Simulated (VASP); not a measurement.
Here is a VASP 6.6.1 calculation.

File INCAR:

```
PREC = Accurate
ENCUT = 520
EDIFF = 1E-6
ISMEAR = 0
SIGMA = 0.05
LREAL = Auto
LASPH = T
NELM = 100
ALGO = Normal
ISIF = 2
LWAVE = F
LCHARG = T
LELF = T
LVHAR = T
NBANDS = 59
NELECT = 88.0
```

Contents of KPOINTS:

```
regular mesh
0
Gamma
  4 4 2
```

The input POSCAR:

```
Si6O11
1.0
   -2.4333868794      4.2147497096      0.0000000000
    0.0000000000      0.0000000000      5.3651521237
    7.3001606382      4.2147497096      0.0000000000
Si O
6 11
Direct
    0.7676536602      0.3333333333      0.2323463398
    0.2676536602      0.3333333333      0.7323463398
    0.4646926795      0.6666666667      0.0000000000
    0.9646926795      0.6666666667      0.5000000000
    0.2676536602      0.0000000000      0.2676536602
    0.7676536602      0.0000000000      0.7676536602
    0.0706884960      0.2213245393      0.2055640003
    0.5706884960      0.2213245393      0.7055640003
    0.7730017524      0.5546578727      0.3618737519
    0.2730017524      0.5546578727      0.8618737519
    0.6563097516      0.8879912060      0.9325622479
    0.1312394637      0.8868265920      0.4294254235
    0.7730017524      0.7786754607      0.6381262481
    0.6563097516      0.4453421273      0.0674377521
    0.1563097516      0.4453421273      0.5674377521
    0.5706884960      0.1120087940      0.2944359997
    0.0706884960      0.1120087940      0.7944359997
```

Potentials or basis: VASP PAW LDA potentials, release 64 (Si, O).

Launch:

```bash
$ cat potpaw_LDA.64/Si/POTCAR potpaw_LDA.64/O/POTCAR > POTCAR
$ mpirun -np 1 vasp_std > vasp.out
```

(1) Estimate the largest force.

## Answers

(1) 4.439 eV/Å.

Caveat: the k points lie up to 0.37 Å⁻¹ apart; the cell carries a net charge on a neutralising background, which shifts energy and pressure; the cell differs from its parent crystal (atoms taken out, atom 12 moved 1.000 of the way to it and -0.125 Å across, host rigid).
